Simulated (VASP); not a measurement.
# Se (Pm-3m) in VASP: notebook, part 2 of 2

VASP 6.6.1. Earlier steps stand in the parts before.

### Step 3. Single point, revPBE (volume scaled by 1.08)

File INCAR:

```
SYSTEM = Se
ALGO = Normal
EDIFF = 1E-7
ENCUT = 520
GGA = RE
ISIF = 2
ISMEAR = -1
LASPH = .TRUE.
LCHARG = .FALSE.
LREAL = .FALSE.
LWAVE = .FALSE.
NBANDS = 9
NELM = 100
PREC = Accurate
SIGMA = 0.1
```

File KPOINTS:

```
k-points
0
G
  12 12 12
  0 0 0
```

File POSCAR:

```
Se
1.0
    2.9224118398      0.0000000000      0.0000000000
    0.0000000000      2.9224118398      0.0000000000
    0.0000000000      0.0000000000      2.9224118398
Se
1
Direct
    0.0000000000      0.0000000000      0.0000000000
```

Potentials or basis: VASP PAW PBE potentials, release 64 (Se).

Launch:

```bash
$ cat potpaw_PBE.64/Se/POTCAR > POTCAR
$ mpirun -np 1 vasp_std > vasp.out
```

OUTCAR:

```text
SYSTEM = Se
   EDIFF = 1E-7
   ENCUT = 520
   GGA = RE
   ISIF = 2
   ISMEAR = -1
   LASPH = .TRUE.
   LREAL = .FALSE.
   NELM = 100
   PREC = Accurate

 ion  position               nearest neighbor table
   1  0.000  0.000  0.000-

  LATTYP: Found a simple cubic cell.
 ALAT       =     2.9224118398

  Lattice vectors:

 A1 = (   2.9224118398,   0.0000000000,   0.0000000000)
 A2 = (   0.0000000000,   2.9224118398,   0.0000000000)
 A3 = (   0.0000000000,   0.0000000000,   2.9224118398)

Analysis of symmetry for initial positions (statically):
=====================================================================
 Subroutine PRICEL returns:
 Original cell was already a primitive cell.

 Routine SETGRP: Setting up the symmetry group for a
 simple cubic supercell.

 Subroutine GETGRP returns: Found 48 space group operations
 (whereof 48 operations were pure point group operations)
 out of a pool of 48 trial point group operations.

The static configuration has the point symmetry O_h .

Analysis of symmetry for dynamics (positions and initial velocities):
=====================================================================
 Subroutine PRICEL returns:
 Original cell was already a primitive cell.

 Routine SETGRP: Setting up the symmetry group for a
 simple cubic supercell.

 Subroutine GETGRP returns: Found 48 space group operations
 (whereof 48 operations were pure point group operations)
 out of a pool of 48 trial point group operations.

The dynamic configuration has the point symmetry O_h .

 Subroutine INISYM returns: Found 48 space group operations
 (whereof 48 operations are pure point group operations),
 and found     1 'primitive' translations

----------------------------------------------------------------------------------------

                                     Primitive cell

[... 103 lines left out ...]
   ISMEAR =    -1;   SIGMA  =   0.10  broadening in eV -4-tet -1-fermi 0-gaus
   EFERMI_NEDOS =   21; number of points for ismear=-14 and -15
   IALGO  =     38    algorithm
   IMIX   =      4    mixing-type and parameters
     AMIX     =   0.40;   BMIX     =  1.00
     AMIX_MAG =   1.60;   BMIX_MAG =  1.00
  volume/ion in A,a.u.               =      24.96       168.43
  Fermi-wavevector in a.u.,A,eV,Ry     =   1.017928  1.923605 14.098056  1.036178
  Thomas-Fermi vector in A             =   2.151357
   LORBIT       =      0    0 simple, 1 ext, 2 COOP (PROOUT), +10 PAW based schemes
   GGA     = RE    functional components
   LHFCALC =     F    Hartree Fock is set to
   AEXX    =    0.0000 exact exchange contribution
   IVDW    =     0    specifies the selected vdW correction
   LEPSILON=     F    determine dielectric tensor
   LRPA    =     F    only Hartree local field effects (RPA)
 non-spin polarized calculation
  energy-cutoff  :      520.00
  volume of cell :       24.96
 maximum number of plane-waves:       693
 NGX is ok and might be reduce to    24
   NGX = 11   NGY = 11   NGZ = 11

 number of electron       6.0000001 magnetization

 Free energy of the ion-electron system (eV)
  ---------------------------------------------------
  ext. energy  EPLUGINS =         0.00000000
  ---------------------------------------------------
  free energy    TOTEN  =        -2.96898390 eV

  energy without entropy =       -2.94917752  energy(sigma->0) =       -2.95908071

 E-fermi :   3.6267     XC(G=0):  -9.3841

 val. band max:        3.6029870444   @ k =   0.4167   0.1667   0.0000
 cond. band min:       3.6742115417   @ k =   0.4167   0.1667   0.0833
 fundamental gap:      0.0712244973
 Fermi energy:         3.6267070405

 k-point     1 :       0.0000    0.0000    0.0000
  band No.  band energies     occupation
      1     -11.5782      2.00000
      2       4.8650      0.00001
      3       4.8650      0.00001
      4       4.8650      0.00001
      5      11.1241      0.00000
      6      11.5497      0.00000
      7      11.5497      0.00000
      8      24.8029      0.00000
      9      24.8029      0.00000
[... 265 lines left out ...]
 k-point    24 :       0.4167    0.3333    0.0000
  band No.  band energies     occupation
      1      -8.8717      2.00000
      2      -0.9415      2.00000
      3       0.4517      2.00000
      4       6.7190      0.00000
      5       9.0372      0.00000
      6      15.1568      0.00000
      7      18.5295      0.00000
      8      19.6867      0.00000
      9      19.9171      0.00000

 [... further k-points ...]
[... 5 lines left out ...]
  --------------------------------------------------------------------------------------
  -------------------------------------------------------------------------------------
  Total       -0.6503765     -0.6503765     -0.6503765     -0.0000000      0.0000000      0.0000000
  in kB      -41.7494900    -41.7494900    -41.7494900     -0.0000000      0.0000000      0.0000000
  external PRESSURE =     -41.7494900 kB  Pullay stress =       0.0000000 kB

 VOLUME and BASIS-vectors are now :
 -----------------------------------------------------------------------------
  energy-cutoff  :      520.00
  volume of cell :       24.96
      direct lattice vectors                 reciprocal lattice vectors
     2.922411840  0.000000000  0.000000000     0.342183120  0.000000000  0.000000000
     0.000000000  2.922411840  0.000000000     0.000000000  0.342183120  0.000000000
     0.000000000  0.000000000  2.922411840     0.000000000  0.000000000  0.342183120

 POSITION                                       TOTAL-FORCE (eV/Angst)
 -----------------------------------------------------------------------------------
      0.00000      0.00000      0.00000         0.000000      0.000000      0.000000
 -----------------------------------------------------------------------------------
    total drift:                                0.000000      0.000000      0.000000

  FREE ENERGIE OF THE ION-ELECTRON SYSTEM (eV)
  ---------------------------------------------------
  free  energy   TOTEN  =        -2.9689838995 eV

  energy  without entropy=       -2.9491775176  energy(sigma->0) =       -2.95908071
```

It took 25 s on 1 thread of Intel Xeon 8259CL, shared host; peak memory 0.15 GiB.

What came out:

```yaml
Free_energy: -2.9690 eV
Pressure: -4.2 GPa
Band_gap_on_the_k_mesh: zero (band 3 reaches 6.04 eV, above the bottom of band 4 at 0.67 eV)
```

Levels at points of the mesh, in eV from the Fermi level:
```tsv
k point	band 1	band 2	band 3	band 4	band 5	band 6	band 7	band 8
(0.00, 0.00, 0.00)	-15.20	1.24	1.24	1.24	7.50	7.92	7.92	21.18
(0.50, 0.00, 0.00)	-13.48	-6.08	2.42	2.42	9.87	10.90	12.28	13.33
(0.50, 0.50, 0.00)	-11.79	-4.42	-4.42	3.48	3.60	12.74	15.29	15.29
(0.50, 0.50, 0.50)	-10.10	-2.95	-2.95	-2.95	6.24	6.24	6.24	10.32
```

Caveat: the cell differs from its parent crystal (volume scaled by 1.08); the PAW data sets were made with another functional, which shifts forces and pressure a little.

### Step 4. Single point, revPBE (volume scaled by 1.12)

File INCAR:

```
ALGO     = Normal         # electronic algorithm
EDIFF    = 1E-6           # SCF threshold, eV
ENCUT    = 520            # plane-wave cutoff, eV
GGA      = RE             # functional
ISIF     = 2              # what is computed and relaxed
ISMEAR   = -1             # smearing method
LASPH    = True           # aspherical terms in the spheres
LCHARG   = False          # write CHGCAR
LREAL    = False          # projectors in reciprocal space
LWAVE    = False          # write WAVECAR
NBANDS   = 9              # bands
NELM     = 80             # most SCF steps
PREC     = Accurate       # precision mode
SIGMA    = 0.1            # smearing width, eV
```

File KPOINTS:

```
k-points
0
Gamma
  12 12 12
```

File POSCAR:

```
Se
1.0
    2.9580545213      0.0000000000      0.0000000000
    0.0000000000      2.9580545213      0.0000000000
    0.0000000000      0.0000000000      2.9580545213
Se
1
Direct
    0.0000000000      0.0000000000      0.0000000000
```

Launch:

```bash
$ cat potpaw_PBE.64/Se/POTCAR > POTCAR
$ mpirun -np 1 vasp_std > vasp.out
```

It took 26 s on 1 thread of Intel Xeon 8259CL, shared host; peak memory 0.15 GiB.

It converged, with:

```
Free energy            : -2.9404 eV
Pressure               : -5.7 GPa
Band gap on the k mesh : zero (band 3 reaches 5.52 eV, above the bottom of band 4 at 0.41 eV)
```

Levels at points of the mesh, in eV from the Fermi level:
| k point | band 1 | band 2 | band 3 | band 4 | band 5 | band 6 | band 7 |
| --- | --- | --- | --- | --- | --- | --- | --- |
| (0.00, 0.00, 0.00) | -14.93 | 1.19 | 1.19 | 1.19 | 7.33 | 7.98 | 7.98 |
| (0.50, 0.00, 0.00) | -13.32 | -5.79 | 2.29 | 2.29 | 9.87 | 10.67 | 12.15 |
| (0.50, 0.50, 0.00) | -11.75 | -4.21 | -4.21 | 3.29 | 3.80 | 12.54 | 15.15 |
| (0.50, 0.50, 0.50) | -10.19 | -2.82 | -2.82 | -2.82 | 6.36 | 6.36 | 6.36 |

Caveat: the cell differs from its parent crystal (volume scaled by 1.12); the PAW data sets were made with another functional, which shifts forces and pressure a little.

### Step 5. Single point, revPBE

This run uses another cell than the first one, of 23.11 Å³/atom, 0.962 times its volume.

File INCAR:

```
ALGO = Normal ; EDIFF = 1E-6
ENCUT = 520 ; GGA = RE
ISIF = 2 ; ISMEAR = -1
LASPH = T ; LCHARG = F
LREAL = F ; LWAVE = F
NBANDS = 9 ; NELM = 60
PREC = Accurate ; SIGMA = 0.1
```

File KPOINTS:

```
k-points
0
Gamma
  18 18 18
```

File POSCAR:

```
Se
1.0
    2.8483946859      0.0000000000      0.0000000000
    0.0000000000      2.8483946859      0.0000000000
    0.0000000000      0.0000000000      2.8483946859
Se
1
Direct
    0.0000000000      0.0000000000      0.0000000000
```

Potentials or basis: VASP PAW PBE potentials, release 64 (Se).

Launch:

```bash
$ cat potpaw_PBE.64/Se/POTCAR > POTCAR
$ mpirun -np 1 vasp_std > vasp.out
```

OUTCAR:

```text
EDIFF = 1E-6
   ENCUT = 520
   GGA = RE
   ISIF = 2
   ISMEAR = -1
   LASPH = T
   LREAL = F
   NELM = 60
   PREC = Accurate

 ion  position               nearest neighbor table
   1  0.000  0.000  0.000-

  LATTYP: Found a simple cubic cell.
 ALAT       =     2.8483946859

  Lattice vectors:

 A1 = (   2.8483946859,   0.0000000000,   0.0000000000)
 A2 = (   0.0000000000,   2.8483946859,   0.0000000000)
 A3 = (   0.0000000000,   0.0000000000,   2.8483946859)

Analysis of symmetry for initial positions (statically):
[... 456 lines left out ...]
      1      -9.8423      2.00000
      2      -0.4701      2.00000
      3       5.3581      0.00045
      4       6.9396      0.00000
      5      14.0446      0.00000
      6      15.0851      0.00000
      7      17.1130      0.00000
      8      19.4796      0.00000
      9      20.3950      0.00000

 [... further k-points ...]
[... 5 lines left out ...]
  --------------------------------------------------------------------------------------
  -------------------------------------------------------------------------------------
  Total        0.0125122      0.0125122      0.0125122     -0.0000000     -0.0000000      0.0000000
  in kB        0.8674519      0.8674519      0.8674519     -0.0000000     -0.0000000      0.0000000
  external PRESSURE =       0.8674519 kB  Pullay stress =       0.0000000 kB

 VOLUME and BASIS-vectors are now :
 -----------------------------------------------------------------------------
  energy-cutoff  :      520.00
  volume of cell :       23.11
      direct lattice vectors                 reciprocal lattice vectors
     2.848394686  0.000000000  0.000000000     0.351074942  0.000000000  0.000000000
     0.000000000  2.848394686  0.000000000     0.000000000  0.351074942  0.000000000
     0.000000000  0.000000000  2.848394686     0.000000000  0.000000000  0.351074942

 POSITION                                       TOTAL-FORCE (eV/Angst)
 -----------------------------------------------------------------------------------
      0.00000      0.00000      0.00000         0.000000      0.000000      0.000000
 -----------------------------------------------------------------------------------
    total drift:                                0.000000      0.000000      0.000000

  FREE ENERGIE OF THE ION-ELECTRON SYSTEM (eV)
  ---------------------------------------------------
  free  energy   TOTEN  =        -2.9912953390 eV

  energy  without entropy=       -2.9706645686  energy(sigma->0) =       -2.98097995
```

OSZICAR:

```text
N       E                     dE             d eps       ncg     rms          rms(c)
DAV:   1     0.103691503031E+02    0.10369E+02   -0.28372E+03  3976   0.564E+02
DAV:   2    -0.266857752517E+01   -0.13038E+02   -0.12508E+02  5404   0.769E+01
DAV:   3    -0.298327949241E+01   -0.31470E+00   -0.31309E+00  4697   0.111E+01
DAV:   4    -0.298395468723E+01   -0.67519E-03   -0.67516E-03  5658   0.599E-01
DAV:   5    -0.298395526753E+01   -0.58031E-06   -0.58010E-06  4682   0.138E-02    0.353E+00
DAV:   6    -0.298795692380E+01   -0.40017E-02   -0.15422E-03  4514   0.251E-01    0.210E+00
DAV:   7    -0.299116119169E+01   -0.32043E-02   -0.35946E-03  4155   0.381E-01    0.563E-02
DAV:   8    -0.299128403285E+01   -0.12284E-03   -0.19853E-04  4403   0.918E-02    0.665E-03
DAV:   9    -0.299129199992E+01   -0.79671E-05   -0.66285E-06  4758   0.164E-02    0.589E-03
DAV:  10    -0.299129533369E+01   -0.33338E-05   -0.84294E-06  4190   0.159E-02    0.241E-03
DAV:  11    -0.299129533899E+01   -0.52963E-08   -0.11215E-07  3311   0.192E-03
   1 F= -.29912953E+01 E0= -.29809800E+01  d E =-.206308E-01
```

stdout:

```text
POSCAR found type information on POSCAR Se
 POSCAR found :  1 types and       1 ions
 scaLAPACK will be used
 -----------------------------------------------------------------------------
|                                                                             |
|                                                                             |
|     You enforced a specific xc type in the INCAR file but a different       |
|     I HOPE YOU KNOW WHAT YOU ARE DOING!                                     |
|                                                                             |
 -----------------------------------------------------------------------------

 LDA part: xc-table for (Slater+PW92), standard interpolation
 POSCAR, INCAR and KPOINTS ok, starting setup
 FFT: planning ... GRIDC
 FFT: planning ... GRID_SOFT
 FFT: planning ... GRID
 WAVECAR not read
 entering main loop
```

Wall time 43 s (1 thread of Intel Xeon 8259CL, shared host); peak memory 0.17 GiB.

What came out:

- Free energy: -2.9913 eV
- Pressure: 0.1 GPa
- Band gap on the k mesh: zero (band 3 reaches 7.21 eV, above the bottom of band 4 at 1.26 eV)

Levels at points of the mesh, in eV from the Fermi level:
```csv
k point,band 1,band 2,band 3,band 4,band 5,band 6
"(0.00, 0.00, 0.00)",-15.85,1.34,1.34,1.34,7.77,7.77
"(0.50, 0.00, 0.00)",-13.87,-6.75,2.70,2.70,9.87,11.42
"(0.50, 0.50, 0.00)",-11.90,-4.90,-4.90,3.14,3.93,13.20
"(0.50, 0.50, 0.50)",-9.90,-3.26,-3.26,-3.26,5.95,5.95
```

Caveat: the PAW data sets were made with another functional, which shifts forces and pressure a little.

### Step 6. Summary

```tsv
cell	k mesh	gap on the mesh (eV)	pressure (GPa)
a = 2.886 Å, 1 atom	12 × 12 × 12	none	-2.3
a = 2.922 Å, 1 atom	12 × 12 × 12	none	-4.2
a = 2.958 Å, 1 atom	12 × 12 × 12	none	-5.7
a = 2.848 Å, 1 atom	18 × 18 × 18	none	0.1
```

Alike in all rows: task single point; level revPBE; potentials or basis VASP PAW PBE potentials, release 64 (Se); no spin polarisation; cutoff (eV) 520; smearing fermi-dirac 0.1 eV.

Caveats: the PAW data sets were made with another functional, which shifts forces and pressure a little.

Absolute energies hang on the potentials; compare differences alone.
